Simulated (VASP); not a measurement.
ZnS:

```xyz
4
Lattice="3.8227 0.0000 0.0000 -1.9114 3.3106 0.0000 0.0000 0.0000 6.2607" Properties=species:S:1:pos:R:3 pbc="T T T"
Zn    0.0000    2.2070    0.0000
Zn    1.9114    1.1035    3.1303
S     0.0000    2.2070    2.3465
S     1.9114    1.1035    5.4769
```

Base run:

* Program: VASP 6.6.1
* Functional: LDA
* Potentials or basis: VASP PAW LDA potentials, release 64 (Zn, S)
* Cutoff: 520 eV
* k mesh: 13 × 13 × 7
* Occupations: fermi-dirac, width 0.02 eV
* Spin: no spin polarisation

Its results: band gap on the k mesh 1.94 eV; pressure -4.5 GPa.

Problem. The run is repeated on the same cell with these changes: functional from LDA to PBE; potentials or basis from VASP PAW LDA potentials, release 64 (Zn, S) to VASP PAW PBE potentials, release 64 (Zn, S). What comes out?

Solution. Band gap on the k mesh 2.17 eV; pressure 1.5 GPa.

Caveats: the cell stands under tension (at least some runs).

A k mesh can miss the band edges.
